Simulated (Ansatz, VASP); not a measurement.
# Two plane-wave programs on Ta

```
Ta
1.0
    -1.84203    1.65948    1.78394
     1.84203   -1.65948    1.78394
     1.84203    1.65948   -1.78394
Ta
1
Cartesian
  0.0000 0.0000 0.0000
```

Change from the starting cell: normal strain along x +0.1100, normal strain along z +0.0750.

Alike in both runs: task single point; functional PBE; k mesh 18 × 18 × 18; occupations gaussian, width 0.15 eV; no spin polarisation.

```csv
,VASP,Ansatz
version,VASP 6.6.1,Ansatz 0.2.0
potentials or method,"VASP PAW PBE potentials, release 64 (Ta_pv), cutoff 520 eV","scalar-relativistic, plane waves, PAW"
valence electrons in the cell,11,13
```

|  | VASP | Ansatz | Ansatz less VASP |
| --- | --- | --- | --- |
| gap on the k mesh at the Fermi level (eV) | none | none | - |
| pressure (GPa) | -24.0 | -23.9 | +0.08 |
| traceless stress, the component that is largest in VASP (GPa) | 2.06 | 2.07 | +0.009 |

A gap of «none» marks a metal or a gap that the smearing closes. VASP's potentials hold 11 valence electrons a cell and Ansatz's 13, so a difference there can come from the potentials and not from the codes.

Spin-orbit coupling is off throughout.
